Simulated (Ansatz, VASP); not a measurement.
## GaSb in VASP and in Ansatz

```xyz
2
Lattice="0.0000 3.0652 3.0652 3.0652 0.0000 3.0652 3.0652 3.0652 0.0000" Properties=species:S:1:pos:R:3 pbc="T T T"
Ga    0.0000    0.0000    0.0000
Sb    4.5978    4.5978    4.5978
```

Alike in both runs: task single point; functional PBE; k mesh 14 × 14 × 14; occupations gaussian, width 0.15 eV; no spin polarisation.

```csv
,VASP,Ansatz
version,VASP 6.6.1,Ansatz 0.2.0
potentials or method,"VASP PAW PBE potentials, release 64 (Ga_d, Sb), cutoff 520 eV","scalar-relativistic, plane waves, PAW"
valence electrons in the cell,18,28
```

```tsv
	VASP	Ansatz	Ansatz less VASP
gap on the k mesh at the Fermi level (eV)	none	none	-
pressure (GPa)	2.1	2.0	-0.06
```

A gap of «none» marks a metal or a gap that the smearing closes. VASP's potentials hold 18 valence electrons a cell and Ansatz's 28, so a difference there can come from the potentials and not from the codes.

Spin-orbit coupling is off throughout.
